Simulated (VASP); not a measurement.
Set up this calculation in VASP 6.6.1, as the native input.

| Property | Result |
| --- | --- |
| Task | relaxation of cell and atoms |
| Functional | PBEsol |
| Potentials or basis | VASP PAW PBE potentials, release 64 (Ag, I) |
| Cutoff | 500 eV |
| k mesh | 8 × 8 × 8 |
| Occupations | gaussian, width 0.01 eV |
| Spin | no spin polarisation |
| Target pressure | 4 GPa |
| Dipole correction | no |
| Further INCAR settings | ALGO = Normal; EDIFF = 1e-07; IBRION = 2; EDIFFG = -0.002; NSW = 100; ISIF = 3 |

The structure of AgI lies in POSCAR:

```
AgI
1.0
    0.0000000000      3.2250374338      3.2250374338
    3.2250374338      0.0000000000      3.2250374338
    3.2250374338      3.2250374338      0.0000000000
Ag I
1 1
Direct
    0.0000000000      0.0000000000      0.0000000000
    0.7500000000      0.7500000000      0.7500000000
```

The input as run:

INCAR

```
ALGO = Normal ; EDIFF = 1E-7
EDIFFG = -0.002 ; ENCUT = 500
GGA = PS ; GGA_COMPAT = False
IBRION = 2 ; ISIF = 3
ISMEAR = 0 ; LASPH = True
LCHARG = False ; LREAL = False
LWAVE = False ; NELM = 120
NELMIN = 4 ; NSW = 100
PREC = Accurate ; PSTRESS = 40.0
SIGMA = 0.01
```

KPOINTS

```
k-points
0
Gamma
  8 8 8
```

Potentials or basis: VASP PAW PBE potentials, release 64 (Ag, I).

The run is started by

```console
$ cat potpaw_PBE.64/Ag/POTCAR potpaw_PBE.64/I/POTCAR > POTCAR
$ mpirun -np 1 vasp_std > vasp.out
```

It gave:

The relaxed volume is 30.57 Å³/atom and the relaxed cell is a = 4.422 Å, b = 4.422 Å, c = 4.422 Å, α = 60.00°, β = 60.00°, γ = 60.00°. The space group after relaxing (to 0.05 Å) is F-43m (No. 216), the energy change on relaxing (the enthalpy is what falls) is +33.2 meV/atom and the ionic steps are 3. The pressure after relaxing is 4.0 GPa. The band gap on the k mesh is 1.20 eV, direct.

Caveat: the cell is relaxed towards a set pressure, so the enthalpy falls and the energy may rise; the PAW data sets were made with another functional, which shifts forces and pressure a little; spin-orbit coupling is left out, which moves the levels of the heavy elements.

It took 41 s on 1 thread of AMD EPYC 9R45 96-Core Processor (Zen 5), with other jobs on the host, peak memory 0.19 GiB.
